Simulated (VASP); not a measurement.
Wanted: the native input for a VASP 6.6.1 run.

```
Task                   : relaxation of cell and atoms
Functional             : PBE
Potentials or basis    : VASP PAW PBE potentials, release 64 (As, Pt)
Cutoff                 : 600 eV
k mesh                 : 10 × 10 × 10
Occupations            : gaussian, width 0.1 eV
Spin                   : no spin polarisation
Dipole correction      : no
Further INCAR settings : ALGO = Fast; EDIFF = 1e-06; IBRION = 2; EDIFFG = -0.01; NSW = 100; ISIF = 3
```

The structure of AsPt4 lies in POSCAR:

```
AsPt4
1.0
   -2.8125561300      2.8125561300      2.8125561300
    2.8125561300     -2.8125561300      2.8125561300
    2.8125561300      2.8125561300     -2.8125561300
As Pt
1 4
Direct
    0.0000000000      0.0000000000      0.0000000000
    0.0000000000      0.0000000000      0.5000000000
    0.5000000000      0.0000000000      0.0000000000
    0.0000000000      0.5000000000      0.0000000000
    0.5000000000      0.5000000000      0.5000000000
```

The cell was generated, and may not be a known phase.

These files were run (other wordings do the same):

INCAR

```
PREC     = Accurate       # precision mode
ENCUT    = 600            # plane-wave cutoff, eV
EDIFF    = 1E-6           # SCF threshold, eV
ISMEAR   = 0              # smearing method
SIGMA    = 0.1            # smearing width, eV
LREAL    = False          # projectors in reciprocal space
LASPH    = True           # aspherical terms in the spheres
NELM     = 60             # most SCF steps
ALGO     = Fast           # electronic algorithm
ISIF     = 3              # what is computed and relaxed
LWAVE    = False          # write WAVECAR
LCHARG   = False          # write CHGCAR
GGA      = PE             # functional
IBRION   = 2              # ionic algorithm
NSW      = 100            # ionic steps
EDIFFG   = -0.01          # ionic threshold
```

KPOINTS

```
Automatic mesh
0
Gamma
  10 10 10
```

Potentials or basis: VASP PAW PBE potentials, release 64 (As, Pt).

Command:

```console
$ cat potpaw_PBE.64/As/POTCAR potpaw_PBE.64/Pt/POTCAR > POTCAR
$ mpirun -np 1 vasp_std > vasp.out
```

It gave:

| Quantity | Value |
| --- | --- |
| Relaxed volume | 18.19 Å³/atom |
| Relaxed cell | a = 4.907 Å, b = 4.907 Å, c = 4.907 Å, α = 109.47°, β = 109.47°, γ = 109.47° |
| Space group after relaxing (to 0.1 Å) | Im-3m (No. 229) |
| Energy gained by relaxing | 4.6 meV/atom |
| Ionic steps | 3 |
| Pressure after relaxing | 0.0 GPa |
| Band gap on the k mesh | zero (an odd number of electrons rules out a gap without spin polarisation) |

Caveat: spin-orbit coupling is left out, which moves the levels of the heavy elements.

It took 5.1 min on 1 thread of Intel(R) Xeon(R) Platinum 8259CL CPU @ 2.50GHz (Skylake/Cascade Lake), with other jobs on the host, peak memory 0.33 GiB.
